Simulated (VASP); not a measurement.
A run of VASP 6.6.1 is set up as follows.

File INCAR:

```
ALGO     = Fast           # electronic algorithm
EDIFF    = 1E-6           # SCF threshold, eV
ENCUT    = 520            # plane-wave cutoff, eV
GGA      = PE             # functional
ISIF     = 2              # what is computed and relaxed
ISMEAR   = 0              # smearing method
LASPH    = T              # aspherical terms in the spheres
LCHARG   = F              # write CHGCAR
LREAL    = F              # projectors in reciprocal space
LWAVE    = F              # write WAVECAR
NBANDS   = 18             # bands
NELM     = 60             # most SCF steps
PREC     = Accurate       # precision mode
SIGMA    = 0.1            # smearing width, eV
```

Contents of KPOINTS:

```
k-points
0
Gamma
  18 18 10
```

Contents of POSCAR:

```
Ag
1.0
    2.9341770162      0.0000000000      0.0000000000
   -1.4670885081      2.5410718352      0.0000000000
    0.0000000000      0.0000000000      4.7990779220
Ag
2
Direct
    0.3333333333      0.6666666667      0.2500000000
    0.6666666667      0.3333333333      0.7500000000
```

Potentials or basis: VASP PAW PBE potentials, release 64 (Ag).

The run is started by

```bash
$ cat potpaw_PBE.64/Ag/POTCAR > POTCAR
$ mpirun -np 1 vasp_std > vasp.out
```

Problem. What does it give for the band gap on the k mesh?

Solution. Zero (bands 11 and 12 overlap by 7.35 eV).

Problem. Predict the pressure.

Solution. 0.0 GPa.
